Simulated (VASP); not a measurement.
# Cs (Fm-3m) in VASP: notebook

Cs is run at these levels: PBE; tasks: single point, relaxation of cell and atoms.

Program: VASP 6.6.1. These are calculated values, not measurements. Logs are shortened: lines on timing, memory, paths and dates and some standing lists are left out, and cuts for length are marked.

## 1. The cell of the first run

The structure is cubic, space group Fm-3m (No. 225). Conventional cell: a = 7.767 Å, b = 7.767 Å, c = 7.767 Å, α = 90.00°, β = 90.00°, γ = 90.00°.

This isn't the form of Cs at room conditions, which is bcc.

## 2. Single point, PBE

Input file INCAR:

```
PREC = Accurate ; ENCUT = 520
EDIFF = 1E-6 ; ISMEAR = 0
SIGMA = 0.1 ; LREAL = False
LASPH = True ; NELM = 100
ALGO = Normal ; ISIF = 2
LWAVE = False ; LCHARG = False
GGA = PE ; NBANDS = 10
```

Input file KPOINTS:

```
regular mesh
0
Gamma
  12 12 12
```

Input file POSCAR:

```
Cs
1.0
    0.0000000000      3.8834830870      3.8834830870
    3.8834830870      0.0000000000      3.8834830870
    3.8834830870      3.8834830870      0.0000000000
Cs
1
Direct
    0.0000000000      0.0000000000      0.0000000000
```

Potentials or basis: VASP PAW PBE potentials, release 64 (Cs_sv).

Run with:

```
$ cat potpaw_PBE.64/Cs_sv/POTCAR > POTCAR
$ mpirun -np 1 vasp_std > vasp.out
```

OUTCAR:

```text
PREC = Accurate
   ENCUT = 520
   EDIFF = 1E-6
   ISMEAR = 0
   LREAL = False
   LASPH = True
   NELM = 100
   ISIF = 2
   GGA = PE

 ion  position               nearest neighbor table
   1  0.000  0.000  0.000-

  LATTYP: Found a face centered cubic cell.
 ALAT       =     7.7669661740

  Lattice vectors:

 A1 = (   0.0000000000,   3.8834830870,   3.8834830870)
 A2 = (   3.8834830870,   0.0000000000,   3.8834830870)
 A3 = (   3.8834830870,   3.8834830870,   0.0000000000)

Analysis of symmetry for initial positions (statically):
=====================================================================
 Subroutine PRICEL returns:
 Original cell was already a primitive cell.

 Routine SETGRP: Setting up the symmetry group for a
 face centered cubic supercell.

 Subroutine GETGRP returns: Found 48 space group operations
 (whereof 48 operations were pure point group operations)
 out of a pool of 48 trial point group operations.

The static configuration has the point symmetry O_h .

Analysis of symmetry for dynamics (positions and initial velocities):
=====================================================================
 Subroutine PRICEL returns:
 Original cell was already a primitive cell.

 Routine SETGRP: Setting up the symmetry group for a
 face centered cubic supercell.

 Subroutine GETGRP returns: Found 48 space group operations
 (whereof 48 operations were pure point group operations)
 out of a pool of 48 trial point group operations.

The dynamic configuration has the point symmetry O_h .

 Subroutine INISYM returns: Found 48 space group operations
 (whereof 48 operations are pure point group operations),
 and found     1 'primitive' translations

----------------------------------------------------------------------------------------

                                     Primitive cell

  volume of cell :     117.1370

  direct lattice vectors                    reciprocal lattice vectors
     0.000000000  3.883483087  3.883483087    -0.128750400  0.128750400  0.128750400
     3.883483087  0.000000000  3.883483087     0.128750400 -0.128750400  0.128750400
     3.883483087  3.883483087  0.000000000     0.128750400  0.128750400 -0.128750400

  length of vectors
     5.492074451  5.492074451  5.492074451     0.223002234  0.223002234  0.223002234

  position of ions in fractional coordinates (direct lattice)
     0.000000000  0.000000000  0.000000000

[... 79 lines left out ...]
   IBRION =     -1    ionic relax: 0-MD 1-quasi-New 2-CG
   NFREE  =      0    steps in history (QN), initial steepest desc. (CG)
   ISIF   =      2    stress and relaxation
   ISYM   =      2    0-nonsym 1-usesym 2-fastsym
   POTIM  = 0.5000    time-step for ionic-motion
   TEBEG  =    0.0;   TEEND  =   0.0 temperature during run
   PSTRESS=    0.0 pullay stress
   NELECT =       9.0000    total number of electrons
   NUPDOWN=      -1.0000    fix difference up-down
   EMIN   =  10.00;   EMAX   =-10.00  energy-range for DOS
   EFERMI =   0.00;   METHOD = LEGACY
   ISMEAR =     0;   SIGMA  =   0.10  broadening in eV -4-tet -1-fermi 0-gaus
   EFERMI_NEDOS =   21; number of points for ismear=-14 and -15
   IALGO  =     38    algorithm
   IMIX   =      4    mixing-type and parameters
     AMIX     =   0.40;   BMIX     =  1.00
     AMIX_MAG =   1.60;   BMIX_MAG =  1.00
  volume/ion in A,a.u.               =     117.14       790.48
  Fermi-wavevector in a.u.,A,eV,Ry     =   0.695971  1.315194  6.590324  0.484375
  Thomas-Fermi vector in A             =   1.778891
   LORBIT       =      0    0 simple, 1 ext, 2 COOP (PROOUT), +10 PAW based schemes
   GGA     = PE    functional components
   LHFCALC =     F    Hartree Fock is set to
   AEXX    =    0.0000 exact exchange contribution
   IVDW    =     0    specifies the selected vdW correction
   LEPSILON=     F    determine dielectric tensor
   LRPA    =     F    only Hartree local field effects (RPA)
 non-spin polarized calculation
 Gauss-broadening in eV      SIGMA  =   0.10
  energy-cutoff  :      520.00
  volume of cell :      117.14
 maximum number of plane-waves:      3178
 NGX is ok and might be reduce to    42
   NGX = 21   NGY = 21   NGZ = 21

 number of electron       8.9999998 magnetization

 Free energy of the ion-electron system (eV)
  ---------------------------------------------------
  ext. energy  EPLUGINS =         0.00000000
  ---------------------------------------------------
  free energy    TOTEN  =        -0.85435062 eV

  energy without entropy =       -0.84774640  energy(sigma->0) =       -0.85104851

 E-fermi :   0.3989     XC(G=0):  -5.3603

 val. band max:        0.3942548611   @ k =   0.5000   0.2500   0.0833
 cond. band min:       0.4207631594   @ k =   0.5000   0.0833   0.0000
 fundamental gap:      0.0265082984
 Fermi energy:         0.3988785918

 k-point     1 :       0.0000    0.0000    0.0000
  band No.  band energies     occupation
      1     -23.4547      2.00000
      2     -10.2021      2.00000
      3     -10.2021      2.00000
      4     -10.2021      2.00000
      5      -1.2520      2.00000
      6       2.8460      0.00000
      7       2.8460      0.00000
      8       2.8460      0.00000
      9       3.9133      0.00000
     10       3.9133      0.00000
[... 287 lines left out ...]
 k-point    24 :      -0.4167    0.1667    0.0000
  band No.  band energies     occupation
      1     -23.4487      2.00000
      2     -10.3175      2.00000
      3     -10.2426      2.00000
      4     -10.2242      2.00000
      5       0.6141      0.00234
      6       1.1812      0.00000
      7       2.2510      0.00000
      8       2.9108      0.00000
      9       4.2893      0.00000
     10       4.4230      0.00000

 [... further k-points ...]

------------------------ aborting loop because EDIFF is reached ----------------------------------------

  FORCE on cell =-STRESS in cart. coord.  units (eV):
  Direction    XX          YY          ZZ          XY          YZ          ZX
  --------------------------------------------------------------------------------------
  -------------------------------------------------------------------------------------
  Total       -0.0005451     -0.0005451     -0.0005451      0.0000000     -0.0000000      0.0000000
  in kB       -0.0074551     -0.0074551     -0.0074551      0.0000000     -0.0000000      0.0000000
  external PRESSURE =      -0.0074551 kB  Pullay stress =       0.0000000 kB

 VOLUME and BASIS-vectors are now :
 -----------------------------------------------------------------------------
  energy-cutoff  :      520.00
  volume of cell :      117.14
      direct lattice vectors                 reciprocal lattice vectors
     0.000000000  3.883483087  3.883483087    -0.128750400  0.128750400  0.128750400
     3.883483087  0.000000000  3.883483087     0.128750400 -0.128750400  0.128750400
     3.883483087  3.883483087  0.000000000     0.128750400  0.128750400 -0.128750400

 POSITION                                       TOTAL-FORCE (eV/Angst)
 -----------------------------------------------------------------------------------
      0.00000      0.00000      0.00000         0.000000      0.000000      0.000000
 -----------------------------------------------------------------------------------
    total drift:                               -0.000000     -0.000000      0.000000

  FREE ENERGIE OF THE ION-ELECTRON SYSTEM (eV)
  ---------------------------------------------------
  free  energy   TOTEN  =        -0.8543506200 eV

  energy  without entropy=       -0.8477464034  energy(sigma->0) =       -0.85104851
```

stdout:

```text
POSCAR found type information on POSCAR Cs
 POSCAR found :  1 types and       1 ions
 scaLAPACK will be used
 LDA part: xc-table for (Slater+PW92), standard interpolation
 POSCAR, INCAR and KPOINTS ok, starting setup
 FFT: planning ... GRIDC
 FFT: planning ... GRID_SOFT
 FFT: planning ... GRID
 WAVECAR not read
 entering main loop
```

Wall time 34 s (1 thread of Intel Xeon 6975P-C (Granite Rapids), shared host); peak memory 0.28 GiB.

Results:

| Property | Result |
| --- | --- |
| Free energy | -0.8544 eV |
| Pressure | 0.0 GPa |
| Band gap on the k mesh | zero (an odd number of electrons rules out a gap without spin polarisation) |

Caveat: spin-orbit coupling is left out, which moves the levels of the heavy elements.

## 3. Relaxation of cell and atoms, PBE

This run uses another cell than the first one, of 123.10 Å³/atom.

Input file INCAR:

```
SYSTEM = Cs
PREC     = Accurate       ! precision mode
ENCUT    = 600            ! plane-wave cutoff, eV
EDIFF    = 1E-6           ! SCF threshold, eV
ISMEAR   = 0              ! smearing method
SIGMA    = 0.1            ! smearing width, eV
LREAL    = .False.        ! projectors in reciprocal space
LASPH    = .True.         ! aspherical terms in the spheres
NELM     = 100            ! most SCF steps
ALGO     = Fast           ! electronic algorithm
ISIF     = 3              ! what is computed and relaxed
LWAVE    = .False.        ! write WAVECAR
LCHARG   = .False.        ! write CHGCAR
GGA      = PE             ! functional
IBRION   = 2              ! ionic algorithm
NSW      = 100            ! ionic steps
EDIFFG   = -0.01          ! ionic threshold
```

Input file KPOINTS:

```
regular mesh
0
Gamma
  12 12 12
  0 0 0
```

Input file POSCAR:

```
Cs
1.0
    0.0000000000      3.9483357400      3.9483357400
    3.9483357400      0.0000000000      3.9483357400
    3.9483357400      3.9483357400      0.0000000000
Cs
1
Direct
    0.0000000000      0.0000000000      0.0000000000
```

Potentials or basis: VASP PAW PBE potentials, release 64 (Cs_sv).

Run with:

```
$ cat potpaw_PBE.64/Cs_sv/POTCAR > POTCAR
$ mpirun -np 1 vasp_std > vasp.out
```

It took 2 min on 1 thread of Intel Xeon 6975P-C (Granite Rapids), shared host; peak memory 0.37 GiB.

The run converged. Its results:

* Free energy: -0.8545 eV
* Relaxed volume: 116.98 Å³/atom
* Relaxed cell: a = 5.490 Å, b = 5.490 Å, c = 5.490 Å, α = 60.00°, β = 60.00°, γ = 60.00°
* Space group after relaxing (to 0.1 Å): Fm-3m (No. 225)
* Energy gained by relaxing: 1.6 meV/atom
* Ionic steps: 4
* Pressure after relaxing: 0.0 GPa
* Band gap on the k mesh: zero (an odd number of electrons rules out a gap without spin polarisation)

The path:
```tsv
step	energy change (eV)	largest force (eV/Å)	pressure (GPa)	volume (Å³)
1	0.0000	0.0000	-0.09	123.10
2	-0.0006	0.0000	-0.07	121.86
3	-0.0016	0.0000	-0.02	118.55
4	-0.0016	0.0000	0.00	116.98
```

Final structure:
```yaml
crystal:
  lattice:
    - [0.00000, 3.88176, 3.88176]
    - [3.88176, 0.00000, 3.88176]
    - [3.88176, 3.88176, 0.00000]
  atoms:
    - { symbol: Cs, position: [0.00000, 0.00000, 0.00000] }
```

Levels at points of the mesh, in eV from the Fermi level:
| k point | band 1 | band 2 | band 3 | band 4 | band 5 | band 6 | band 7 | band 8 |
| --- | --- | --- | --- | --- | --- | --- | --- | --- |
| (0.00, 0.00, 0.00) | -23.85 | -10.60 | -10.60 | -10.60 | -1.65 | 2.45 | 2.45 | 2.45 |
| (0.50, 0.00, 0.00) | -23.85 | -10.73 | -10.62 | -10.62 | -0.02 | 0.76 | 2.31 | 2.31 |
| (0.50, 0.50, 0.00) | -23.85 | -10.72 | -10.65 | -10.65 | 0.29 | 1.06 | 1.42 | 3.98 |

Caveat: spin-orbit coupling is left out, which moves the levels of the heavy elements.

## 4. Single point, PBE

This run uses another cell than the first one, of 123.10 Å³/atom.

Input file INCAR:

```
PREC = Accurate
ENCUT = 520
EDIFF = 1E-6
ISMEAR = 0
SIGMA = 0.1
LREAL = F
LASPH = T
NELM = 100
ALGO = Normal
ISIF = 2
LWAVE = F
LCHARG = F
GGA = PE
NBANDS = 10
```

Input file KPOINTS:

```
regular mesh
0
Gamma
  4 4 4
```

POSCAR is that of step 3.

Potentials or basis: VASP PAW PBE potentials, release 64 (Cs_sv).

Run with:

```
$ cat potpaw_PBE.64/Cs_sv/POTCAR > POTCAR
$ mpirun -np 1 vasp_std > vasp.out
```

OUTCAR:

```text
PREC = Accurate
   ENCUT = 520
   EDIFF = 1E-6
   ISMEAR = 0
   LREAL = F
   LASPH = T
   NELM = 100
   ISIF = 2
   GGA = PE

 ion  position               nearest neighbor table
   1  0.000  0.000  0.000-

  LATTYP: Found a face centered cubic cell.
 ALAT       =     7.8966714800

  Lattice vectors:

 A1 = (   0.0000000000,   3.9483357400,   3.9483357400)
 A2 = (   3.9483357400,   0.0000000000,   3.9483357400)
 A3 = (   3.9483357400,   3.9483357400,   0.0000000000)

Analysis of symmetry for initial positions (statically):
=====================================================================
 Subroutine PRICEL returns:
 Original cell was already a primitive cell.

 Routine SETGRP: Setting up the symmetry group for a
 face centered cubic supercell.

 Subroutine GETGRP returns: Found 48 space group operations
 (whereof 48 operations were pure point group operations)
 out of a pool of 48 trial point group operations.

The static configuration has the point symmetry O_h .

Analysis of symmetry for dynamics (positions and initial velocities):
=====================================================================
 Subroutine PRICEL returns:
 Original cell was already a primitive cell.

 Routine SETGRP: Setting up the symmetry group for a
 face centered cubic supercell.

 Subroutine GETGRP returns: Found 48 space group operations
 (whereof 48 operations were pure point group operations)
 out of a pool of 48 trial point group operations.

The dynamic configuration has the point symmetry O_h .

 Subroutine INISYM returns: Found 48 space group operations
 (whereof 48 operations are pure point group operations),
 and found     1 'primitive' translations

[... 96 lines left out ...]
  volume/ion in A,a.u.               =     123.10       830.75
  Fermi-wavevector in a.u.,A,eV,Ry     =   0.684539  1.293591  6.375605  0.468594
  Thomas-Fermi vector in A             =   1.764221
   LORBIT       =      0    0 simple, 1 ext, 2 COOP (PROOUT), +10 PAW based schemes
   GGA     = PE    functional components
   LHFCALC =     F    Hartree Fock is set to
   AEXX    =    0.0000 exact exchange contribution
   IVDW    =     0    specifies the selected vdW correction
   LEPSILON=     F    determine dielectric tensor
   LRPA    =     F    only Hartree local field effects (RPA)
 non-spin polarized calculation
 Gauss-broadening in eV      SIGMA  =   0.10
  energy-cutoff  :      520.00
  volume of cell :      123.10
 maximum number of plane-waves:      3329
 NGX is ok and might be reduce to    42
   NGX = 21   NGY = 21   NGZ = 21

 number of electron       9.0000001 magnetization

 Free energy of the ion-electron system (eV)
  ---------------------------------------------------
  ext. energy  EPLUGINS =         0.00000000
  ---------------------------------------------------
  free energy    TOTEN  =        -0.82224980 eV

  energy without entropy =       -0.81472447  energy(sigma->0) =       -0.81848714

 E-fermi :   0.3729     XC(G=0):  -5.2342

 val. band max:        0.2786834885   @ k =   0.5000   0.0000   0.0000
 cond. band min:       0.4846897971   @ k =   0.5000   0.2500   0.0000
 fundamental gap:      0.2060063086
 Fermi energy:         0.3728662388

 k-point     1 :       0.0000    0.0000    0.0000
  band No.  band energies     occupation
      1     -23.5917      2.00000
      2     -10.3457      2.00000
      3     -10.3457      2.00000
      4     -10.3457      2.00000
      5      -1.3171      2.00000
      6       2.7011      0.00000
      7       2.7011      0.00000
      8       2.7011      0.00000
      9       3.7255      0.00000
     10       3.7255      0.00000
[... 79 lines left out ...]
 k-point     8 :      -0.2500    0.5000    0.2500
  band No.  band energies     occupation
      1     -23.5860      2.00000
      2     -10.4159      2.00000
      3     -10.4159      2.00000
      4     -10.3860      2.00000
      5       1.0807      0.00000
      6       1.4640      0.00000
      7       1.4640      0.00000
      8       2.2691      0.00000
      9       4.4601      0.00000
     10       4.5514      0.00000

------------------------ aborting loop because EDIFF is reached ----------------------------------------

  FORCE on cell =-STRESS in cart. coord.  units (eV):
  Direction    XX          YY          ZZ          XY          YZ          ZX
  --------------------------------------------------------------------------------------
  -------------------------------------------------------------------------------------
  Total       -0.0688812     -0.0688812     -0.0688812     -0.0000000      0.0000000     -0.0000000
  in kB       -0.8964770     -0.8964770     -0.8964770     -0.0000000      0.0000000     -0.0000000
  external PRESSURE =      -0.8964770 kB  Pullay stress =       0.0000000 kB

 VOLUME and BASIS-vectors are now :
 -----------------------------------------------------------------------------
  energy-cutoff  :      520.00
  volume of cell :      123.10
      direct lattice vectors                 reciprocal lattice vectors
     0.000000000  3.948335740  3.948335740    -0.126635634  0.126635634  0.126635634
     3.948335740  0.000000000  3.948335740     0.126635634 -0.126635634  0.126635634
     3.948335740  3.948335740  0.000000000     0.126635634  0.126635634 -0.126635634

 POSITION                                       TOTAL-FORCE (eV/Angst)
 -----------------------------------------------------------------------------------
      0.00000      0.00000      0.00000        -0.000000      0.000000     -0.000000
 -----------------------------------------------------------------------------------
    total drift:                               -0.000000     -0.000000     -0.000000

  FREE ENERGIE OF THE ION-ELECTRON SYSTEM (eV)
  ---------------------------------------------------
  free  energy   TOTEN  =        -0.8222498016 eV

  energy  without entropy=       -0.8147244741  energy(sigma->0) =       -0.81848714
```

Wall time 5.1 s (1 thread of Intel Xeon 6975P-C (Granite Rapids), shared host); peak memory 0.23 GiB.

Results:

- Free energy: -0.8222 eV
- Pressure: -0.1 GPa
- Band gap on the k mesh: zero (an odd number of electrons rules out a gap without spin polarisation)

Levels at points of the mesh, in eV from the Fermi level:
| k point | band 3 | band 4 | band 5 | band 6 | band 7 | band 8 |
| --- | --- | --- | --- | --- | --- | --- |
| (0.00, 0.00, 0.00) | -10.72 | -10.72 | -1.69 | 2.33 | 2.33 | 2.33 |
| (0.50, 0.00, 0.00) | -10.73 | -10.73 | -0.09 | 0.63 | 2.20 | 2.20 |
| (0.50, 0.50, 0.00) | -10.76 | -10.76 | 0.24 | 0.99 | 1.25 | 3.74 |

Caveat: spin-orbit coupling is left out, which moves the levels of the heavy elements.

## 5. Overview

```csv
task,cell,k mesh,cutoff (eV),gap on the mesh (eV),pressure (GPa)
single point,"a = 5.492 Å, angles 60.0°, 1 atom",12 × 12 × 12,520,none,0.0
relaxation of cell and atoms,"relaxed from a = 5.584 Å, angles 60.0°, 1 atom",12 × 12 × 12,600,none,0.0
single point,"a = 5.584 Å, angles 60.0°, 1 atom",4 × 4 × 4,520,none,-0.1
```

Alike in all rows: level PBE; potentials or basis VASP PAW PBE potentials, release 64 (Cs_sv); no spin polarisation; smearing gaussian 0.1 eV.

Caveats: spin-orbit coupling is left out, which moves the levels of the heavy elements.

Absolute energies hang on the potentials; compare differences alone.
